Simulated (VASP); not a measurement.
# KRh (P-1) in VASP: further runs

The runs below take KRh through single point, relaxation of cell and atoms, with PBE.

All numbers are computed with VASP 6.6.1; they aren't measurements. Logs are shortened: lines on timing, memory, paths and dates and some standing lists are left out, and cuts for length are marked.

## Step 1: The cell of the first run

The typed cell holds 2 atoms: a = 3.625 Å, b = 3.673 Å, c = 4.529 Å, α = 82.34°, β = 83.74°, γ = 80.86°.

The cell was generated, and may not be a known phase.

## Step 2: Single point, PBE

Input file INCAR:

```
PREC     = Accurate       # precision mode
ENCUT    = 520            # plane-wave cutoff, eV
EDIFF    = 1E-7           # SCF threshold, eV
ISMEAR   = 0              # smearing method
SIGMA    = 0.1            # smearing width, eV
LREAL    = F              # projectors in reciprocal space
LASPH    = T              # aspherical terms in the spheres
NELM     = 100            # most SCF steps
ALGO     = Normal         # electronic algorithm
ISIF     = 2              # what is computed and relaxed
LWAVE    = F              # write WAVECAR
LCHARG   = F              # write CHGCAR
GGA      = PE             # functional
NBANDS   = 19             # bands
```

Input file KPOINTS:

```
Automatic mesh
0
Gamma
  6 6 4
```

Input file POSCAR:

```
KRh
1.0
    3.6253404600      0.0000000000      0.0000000000
    0.5837340900      3.6266344300      0.0000000000
    0.4939149000      0.5323006700      4.4704587700
K Rh
1 1
Direct
    0.5000000000      0.5000000000      0.0000000000
    0.0000000000      0.5000000000      0.5000000000
```

Potentials or basis: VASP PAW PBE potentials, release 64 (K_sv, Rh_pv).

Started as:

```
$ cat potpaw_PBE.64/K_sv/POTCAR potpaw_PBE.64/Rh_pv/POTCAR > POTCAR
$ mpirun -np 1 vasp_std > vasp.out
```

OUTCAR:

```text
PREC = Accurate
   ENCUT = 520
   EDIFF = 1E-7
   ISMEAR = 0
   LREAL = F
   LASPH = T
   NELM = 100
   ISIF = 2
   GGA = PE

 ion  position               nearest neighbor table
   1  0.500  0.500  0.000-   2 2.74   2 2.74   2 3.05   2 3.05
   2  0.000  0.500  0.500-   1 2.74   1 2.74   1 3.05   1 3.05

  LATTYP: Found a triclinic cell.
 ALAT       =     4.7332701802
 B/A-ratio  =     0.7760622350
 C/A-ratio  =     1.1586053830
 COS(alpha) =     0.0050902487
 COS(beta)  =     0.4413040022
 COS(gamma) =     0.6543470639

  Lattice vectors:

 A1 = (   3.0416063700,  -3.6266344300,   0.0000000000)
 A2 = (  -0.5837340900,  -3.6266344300,   0.0000000000)
 A3 = (   3.1314255600,  -0.5323006700,  -4.4704587700)

Analysis of symmetry for initial positions (statically):
=====================================================================
 Subroutine PRICEL returns:
 Original cell was already a primitive cell.

 Routine SETGRP: Setting up the symmetry group for a
 triclinic supercell.

 Subroutine GETGRP returns: Found  2 space group operations
 (whereof  2 operations were pure point group operations)
 out of a pool of  2 trial point group operations.

The static configuration has the point symmetry S_2 .

Analysis of symmetry for dynamics (positions and initial velocities):
=====================================================================
 Subroutine PRICEL returns:
 Original cell was already a primitive cell.

 Routine SETGRP: Setting up the symmetry group for a
 triclinic supercell.

 Subroutine GETGRP returns: Found  2 space group operations
 (whereof  2 operations were pure point group operations)
 out of a pool of  2 trial point group operations.

The dynamic configuration has the point symmetry S_2 .

 Subroutine INISYM returns: Found  2 space group operations
 (whereof  2 operations are pure point group operations),
 and found     1 'primitive' translations

----------------------------------------------------------------------------------------

                                     Primitive cell

  volume of cell :      58.7766

  direct lattice vectors                    reciprocal lattice vectors
     3.625340460  0.000000000  0.000000000     0.275836162 -0.044397905 -0.025189038
     0.583734090  3.626634430  0.000000000     0.000000000  0.275737745 -0.032832287
     0.493914900  0.532300670  4.470458770     0.000000000  0.000000000  0.223690688

  length of vectors
     3.625340460  3.673312235  4.529050402     0.280519607  0.277685547  0.223690688

  position of ions in fractional coordinates (direct lattice)
     0.500000000  0.500000000  0.000000000
     0.000000000  0.500000000  0.500000000

  ion indices of the primitive-cell ions
   primitive index   ion index
                 1           1
                 2           2

----------------------------------------------------------------------------------------

 KPOINTS: Automatic mesh

Automatic generation of k-mesh.
 Grid dimensions read from file:
 generate k-points for:    6    6    4

 Generating k-lattice:

  Cartesian coordinates                     Fractional coordinates (reciprocal lattice)
     0.045972694 -0.007399651 -0.004198173     0.166666667  0.000000000  0.000000000
     0.000000000  0.045956291 -0.005472048     0.000000000  0.166666667  0.000000000
     0.000000000  0.000000000  0.055922672     0.000000000  0.000000000  0.250000000

  Length of vectors
     0.046753268  0.046280925  0.055922672

  Shift w.r.t. Gamma in fractional coordinates (k-lattice)
     0.000000000  0.000000000  0.000000000

 Subroutine IBZKPT returns following result:
 ===========================================

 Found     76 irreducible k-points:

 Following reciprocal coordinates:
            Coordinates               Weight
  0.000000  0.000000  0.000000      1.000000
  0.166667  0.000000  0.000000      2.000000
  0.333333  0.000000  0.000000      2.000000
  0.500000 -0.000000 -0.000000      1.000000
  0.000000  0.166667  0.000000      2.000000
  0.166667  0.166667  0.000000      2.000000
[... 16 lines left out ...]
  0.333333  0.000000  0.250000      2.000000
  0.500000 -0.000000  0.250000      2.000000
 [... further k-points ...]
   k-points           NKPTS =     76   k-points in BZ     NKDIM =     76   number of bands    NBANDS=     19
   number of dos      NEDOS =    301   number of ions     NIONS =      2
   total plane-waves  NPLWV =  28224
   dimension x,y,z NGX =    28 NGY =   28 NGZ =   36
   dimension x,y,z NGXF=    56 NGYF=   56 NGZF=   72
   ions per type =               1   1
   NGX,Y,Z   is equivalent  to a cutoff of  12.84, 12.67, 13.21 a.u.
   NGXF,Y,Z  is equivalent  to a cutoff of  25.68, 25.34, 26.43 a.u.
 SYSTEM =  unknown system
   PREC   = accura    normal or accurate (medium, high low for compatibility)
   ISTART =      0    job   : 0-new  1-cont  2-samecut
   ICHARG =      2    charge: 1-file 2-atom 10-const
   ISPIN  =      1    spin polarized calculation?
   LNONCOLLINEAR =      F non collinear calculations
   LSORBIT =      F    spin-orbit coupling
   LASPH  =      T    aspherical Exc in radial PAW
   ENCUT  =  520.0 eV  38.22 Ry    6.18 a.u.   6.74  6.83  8.42*2*pi/ulx,y,z
   NELM   =    100;   NELMIN=  2; NELMDL= -5     # of ELM steps
   EDIFF  = 0.1E-06   stopping-criterion for ELM
   LREAL  =      F    real-space projection
   EDIFFG = 0.1E-05   stopping-criterion for IOM
   NSW    =      0    number of steps for IOM
   IBRION =     -1    ionic relax: 0-MD 1-quasi-New 2-CG
   NFREE  =      0    steps in history (QN), initial steepest desc. (CG)
   ISIF   =      2    stress and relaxation
   ISYM   =      2    0-nonsym 1-usesym 2-fastsym
   POTIM  = 0.5000    time-step for ionic-motion
   TEBEG  =    0.0;   TEEND  =   0.0 temperature during run
   PSTRESS=    0.0 pullay stress
   NELECT =      24.0000    total number of electrons
   NUPDOWN=      -1.0000    fix difference up-down
   EMIN   =  10.00;   EMAX   =-10.00  energy-range for DOS
   EFERMI =   0.00;   METHOD = LEGACY
   ISMEAR =     0;   SIGMA  =   0.10  broadening in eV -4-tet -1-fermi 0-gaus
   EFERMI_NEDOS =   21; number of points for ismear=-14 and -15
   IALGO  =     38    algorithm
   IMIX   =      4    mixing-type and parameters
     AMIX     =   0.40;   BMIX     =  1.00
     AMIX_MAG =   1.60;   BMIX_MAG =  1.00
  volume/ion in A,a.u.               =      29.39       198.32
  Fermi-wavevector in a.u.,A,eV,Ry     =   1.214536  2.295140 20.069919  1.475097
  Thomas-Fermi vector in A             =   2.349952
   LORBIT       =      0    0 simple, 1 ext, 2 COOP (PROOUT), +10 PAW based schemes
   GGA     = PE    functional components
   LHFCALC =     F    Hartree Fock is set to
   AEXX    =    0.0000 exact exchange contribution
   IVDW    =     0    specifies the selected vdW correction
   LEPSILON=     F    determine dielectric tensor
   LRPA    =     F    only Hartree local field effects (RPA)
 non-spin polarized calculation
 Gauss-broadening in eV      SIGMA  =   0.10
  energy-cutoff  :      520.00
  volume of cell :       58.78
 maximum number of plane-waves:      1596
   NGX = 13   NGY = 13   NGZ = 17

 number of electron      24.0000004 magnetization

 Free energy of the ion-electron system (eV)
  ---------------------------------------------------
  ext. energy  EPLUGINS =         0.00000000
  ---------------------------------------------------
  free energy    TOTEN  =        -5.16900580 eV

  energy without entropy =       -5.13833069  energy(sigma->0) =       -5.15366824

 E-fermi :   1.8569     XC(G=0):  -8.7588

 val. band max:        1.8460030276   @ k =   0.1667  -0.1667   0.2500
 cond. band min:       1.8717637408   @ k =  -0.1667  -0.0000   0.2500
 fundamental gap:      0.0257607133
 Fermi energy:         1.8569013986

 k-point     1 :       0.0000    0.0000    0.0000
  band No.  band energies     occupation
      1     -42.6367      2.00000
      2     -42.5895      2.00000
      3     -42.4451      2.00000
      4     -28.1474      2.00000
      5     -11.7365      2.00000
      6     -11.5115      2.00000
[... 11 lines left out ...]
     18      11.0924      0.00000
     19      11.1354      0.00000

 k-point     2 :       0.1667    0.0000    0.0000
  band No.  band energies     occupation
      1     -42.6400      2.00000
      2     -42.5893      2.00000
      3     -42.4449      2.00000
      4     -28.1358      2.00000
      5     -11.7720      2.00000
      6     -11.5981      2.00000
[... 11 lines left out ...]
     18      10.5785      0.00000
     19      10.6343      0.00000

 k-point     3 :       0.3333    0.0000    0.0000
  band No.  band energies     occupation
      1     -42.6468      2.00000
      2     -42.5889      2.00000
      3     -42.4444      2.00000
      4     -28.1124      2.00000
      5     -11.9419      2.00000
      6     -11.6977      2.00000
[... 11 lines left out ...]
     18      10.2977      0.00000
     19      10.9134      0.00000

 k-point     4 :       0.5000   -0.0000   -0.0000
  band No.  band energies     occupation
      1     -42.6501      2.00000
      2     -42.5886      2.00000
      3     -42.4442      2.00000
      4     -28.1007      2.00000
      5     -12.0524      2.00000
      6     -11.7164      2.00000
[... 11 lines left out ...]
     18      10.1559      0.00000
     19      11.4046      0.00000

 k-point     5 :       0.0000    0.1667    0.0000
  band No.  band energies     occupation
      1     -42.6366      2.00000
      2     -42.5920      2.00000
      3     -42.4449      2.00000
      4     -28.1396      2.00000
      5     -11.7267      2.00000
      6     -11.6008      2.00000
[... 11 lines left out ...]
     18      10.5470      0.00000
     19      11.0010      0.00000

 k-point     6 :       0.1667    0.1667    0.0000
  band No.  band energies     occupation
      1     -42.6399      2.00000
      2     -42.5917      2.00000
      3     -42.4447      2.00000
      4     -28.1286      2.00000
      5     -11.7605      2.00000
      6     -11.5978      2.00000
[... 11 lines left out ...]
     18      10.0746      0.00000
     19      11.3773      0.00000

 k-point     7 :       0.3333    0.1667    0.0000
  band No.  band energies     occupation
      1     -42.6466      2.00000
      2     -42.5913      2.00000
      3     -42.4442      2.00000
      4     -28.1056      2.00000
      5     -11.9244      2.00000
      6     -11.6906      2.00000
[... 11 lines left out ...]
     18       9.6853      0.00000
     19      10.9787      0.00000

 k-point     8 :       0.5000    0.1667   -0.0000
  band No.  band energies     occupation
      1     -42.6500      2.00000
      2     -42.5911      2.00000
      3     -42.4440      2.00000
      4     -28.0936      2.00000
      5     -12.0367      2.00000
      6     -11.7086      2.00000
[... 256 lines left out ...]
 k-point    20 :       0.5000    0.5000    0.0000
  band No.  band energies     occupation
      1     -42.6496      2.00000
      2     -42.5983      2.00000
      3     -42.4434      2.00000
      4     -28.0721      2.00000
      5     -11.9993      2.00000
      6     -11.8082      2.00000
[... 11 lines left out ...]
     18       9.0511      0.00000
     19      10.5560      0.00000

 k-point    21 :       0.0000    0.0000    0.2500
  band No.  band energies     occupation
      1     -42.6367      2.00000
      2     -42.5895      2.00000
      3     -42.4457      2.00000
      4     -28.1412      2.00000
      5     -11.8225      2.00000
      6     -11.5176      2.00000
[... 11 lines left out ...]
     18       9.7632      0.00000
     19      10.9394      0.00000

 k-point    22 :       0.1667    0.0000    0.2500
  band No.  band energies     occupation
      1     -42.6399      2.00000
      2     -42.5893      2.00000
      3     -42.4454      2.00000
      4     -28.1346      2.00000
      5     -11.7783      2.00000
      6     -11.6171      2.00000
[... 11 lines left out ...]
     18       9.9561      0.00000
     19      10.7906      0.00000

 k-point    23 :       0.3333    0.0000    0.2500
  band No.  band energies     occupation
      1     -42.6465      2.00000
      2     -42.5889      2.00000
      3     -42.4448      2.00000
      4     -28.1157      2.00000
      5     -11.8815      2.00000
      6     -11.7101      2.00000
[... 11 lines left out ...]
     18      10.6878      0.00000
     19      10.8072      0.00000

 k-point    24 :       0.5000   -0.0000    0.2500
  band No.  band energies     occupation
      1     -42.6499      2.00000
      2     -42.5886      2.00000
      3     -42.4446      2.00000
      4     -28.1034      2.00000
      5     -12.0069      2.00000
      6     -11.7155      2.00000
[... 11 lines left out ...]
     18      10.3421      0.00000
     19      11.3072      0.00000

 [... further k-points ...]
[... 5 lines left out ...]
  --------------------------------------------------------------------------------------
  -------------------------------------------------------------------------------------
  Total       -0.3567977     -2.3637811      2.2400572     -0.1952511      0.4973746     -0.5803961
  in kB       -9.7258591    -64.4337149     61.0611568     -5.3222996     13.5578089    -15.8208717
  external PRESSURE =      -4.3661390 kB  Pullay stress =       0.0000000 kB

 VOLUME and BASIS-vectors are now :
 -----------------------------------------------------------------------------
  energy-cutoff  :      520.00
  volume of cell :       58.78
      direct lattice vectors                 reciprocal lattice vectors
     3.625340460  0.000000000  0.000000000     0.275836162 -0.044397905 -0.025189038
     0.583734090  3.626634430  0.000000000     0.000000000  0.275737745 -0.032832287
     0.493914900  0.532300670  4.470458770     0.000000000  0.000000000  0.223690688

 POSITION                                       TOTAL-FORCE (eV/Angst)
 -----------------------------------------------------------------------------------
      2.10454      1.81332      0.00000         0.000000      0.000000      0.000000
      0.53882      2.07947      2.23523        -0.000000     -0.000000      0.000000
 -----------------------------------------------------------------------------------
    total drift:                                0.000000      0.000000      0.000000

  FREE ENERGIE OF THE ION-ELECTRON SYSTEM (eV)
  ---------------------------------------------------
  free  energy   TOTEN  =        -5.1690057967 eV

  energy  without entropy=       -5.1383306882  energy(sigma->0) =       -5.15366824
```

Run time: 2.1 min. Hardware: 1 thread of Oxide Virtual Turin-like, shared host; peak memory 0.2 GiB.

What came out:

* Free energy: -5.1690 eV
* Pressure: -0.4 GPa
* Band gap on the k mesh: zero (bands 12 and 13 overlap by 0.53 eV)

Levels at points of the mesh, in eV from the Fermi level:
```csv
k point,band 8,band 9,band 10,band 11,band 12,band 13,band 14,band 15,band 16,band 17
"(0.00, 0.00, 0.00)",-2.56,-1.40,-0.92,-0.59,-0.21,0.03,4.81,5.76,6.27,8.86
"(0.50, 0.00, 0.00)",-1.04,-0.45,-0.22,-0.09,-0.03,1.06,1.69,4.27,5.16,7.30
"(0.00, 0.50, 0.00)",-1.47,-0.98,-0.73,-0.58,-0.20,1.21,1.57,6.42,6.93,7.61
"(0.50, 0.50, 0.00)",-1.03,-0.49,-0.30,-0.02,0.37,1.77,3.15,3.88,5.17,6.57
"(0.00, 0.00, 0.50)",-1.48,-0.95,-0.13,-0.07,0.04,0.44,0.61,5.10,6.71,7.02
"(0.50, 0.00, 0.50)",-0.98,-0.93,-0.51,-0.32,-0.13,1.34,2.59,3.76,4.63,8.14
"(0.00, 0.50, 0.50)",-1.02,-0.80,-0.20,-0.07,0.18,1.21,2.65,3.06,5.75,7.00
"(0.50, 0.50, 0.50)",-1.24,-0.98,-0.79,-0.46,0.33,3.01,3.72,4.95,5.56,6.20
```

Caveat: the stress differs along the axes, from -6 to 6 GPa.

## Step 3: Relaxation of cell and atoms, PBE

Input file INCAR:

```
ALGO     = Normal         # electronic algorithm
EDIFF    = 1E-6           # SCF threshold, eV
EDIFFG   = -0.04          # ionic threshold
ENCUT    = 600            # plane-wave cutoff, eV
GGA      = PE             # functional
IBRION   = 2              # ionic algorithm
ISIF     = 3              # what is computed and relaxed
ISMEAR   = 0              # smearing method
LASPH    = T              # aspherical terms in the spheres
LCHARG   = F              # write CHGCAR
LREAL    = F              # projectors in reciprocal space
LWAVE    = F              # write WAVECAR
NELM     = 80             # most SCF steps
NSW      = 90             # ionic steps
PREC     = Accurate       # precision mode
SIGMA    = 0.1            # smearing width, eV
```

Input file KPOINTS:

```
k-points
0
Gamma
  6 6 4
```

POSCAR is that of step 2.

Potentials or basis: VASP PAW PBE potentials, release 64 (K_sv, Rh_pv).

Started as:

```
$ cat potpaw_PBE.64/K_sv/POTCAR potpaw_PBE.64/Rh_pv/POTCAR > POTCAR
$ mpirun -np 1 vasp_std > vasp.out
```

It took 20 min on 1 thread of Oxide Virtual Turin-like, shared host; peak memory 0.22 GiB.

The run converged. Its results:

| Quantity | Value |
| --- | --- |
| Free energy | -6.5037 eV |
| Relaxed volume | 21.53 Å³/atom |
| Relaxed cell | a = 3.041 Å, b = 2.723 Å, c = 5.960 Å, α = 63.25°, β = 84.87°, γ = 77.81° |
| Space group after relaxing (to 0.1 Å) | P2/m (No. 10) |
| Energy gained by relaxing | 667.4 meV/atom |
| Ionic steps | 19 |
| Pressure after relaxing | 0.0 GPa |
| Band gap on the k mesh | zero (bands 12 and 13 overlap by 1.72 eV) |

Stress tensor (GPa, compression positive):
```
 0.02 -0.04  0.09
-0.04  0.11 -0.08
 0.09 -0.08 -0.05
```

Step by step:
```csv
step,energy change (eV),largest force (eV/Å),pressure (GPa),volume (Å³)
1,0.0000,0.0000,-0.45,58.78
2,-0.2856,0.0000,-1.63,57.87
3,-1.0525,0.0000,-4.12,52.88
4,-0.9754,0.0000,-0.07,49.21
5,-1.0922,0.0000,-3.78,52.04
6,-1.0994,0.0000,-3.59,51.72
7,-1.1206,0.0000,2.96,44.25
8,-1.1585,0.0000,-0.59,47.31
9,-1.2412,0.0000,1.26,43.72
10,-1.2434,0.0000,1.81,43.06
11,-1.2935,0.0000,-0.14,43.80
12,-1.3043,0.0000,-0.95,44.17
13,-1.3054,0.0000,-1.16,44.28
14,-1.3274,0.0000,0.08,42.76
15,-1.3274,0.0000,0.16,42.68
16,-1.3319,0.0000,0.05,42.83
17,-1.3341,0.0000,0.00,43.02
18,-1.3347,0.0000,0.05,43.09
19,-1.3349,0.0000,0.03,43.07
```

Final structure:
```xyz
2
Lattice="3.0410 0.0352 -0.0150 0.5478 2.6006 0.5908 0.5456 1.3825 5.7714" Properties=species:S:1:pos:R:3 pbc="T T T"
K     1.7944    1.3179    0.2879
Rh    0.5467    1.9916    3.1811
```

Levels at points of the mesh, in eV from the Fermi level:
```csv
k point,band 10,band 11,band 12,band 13,band 14,band 15
"(0.00, 0.00, 0.00)",-2.17,-0.41,0.11,0.16,2.44,2.84
"(0.50, 0.00, 0.00)",-1.09,0.08,0.13,0.54,1.60,3.16
"(0.00, 0.50, 0.00)",-1.21,-0.60,-0.19,2.40,3.49,3.73
"(0.50, 0.50, 0.00)",-1.08,-0.49,0.95,1.17,1.98,4.82
"(0.00, 0.00, 0.50)",-1.27,-0.78,-0.32,0.12,0.17,3.67
"(0.50, 0.00, 0.50)",-1.65,0.05,0.09,1.66,2.46,3.59
"(0.00, 0.50, 0.50)",-0.84,-0.45,-0.12,1.19,2.03,3.86
"(0.50, 0.50, 0.50)",-1.34,-1.27,1.13,2.38,3.85,4.96
```

Caveat: the volume moved by over 15 % at a fixed basis, so the end points are rough.

The gap in the log of VASP goes by the Fermi energy; the results here count the filled bands.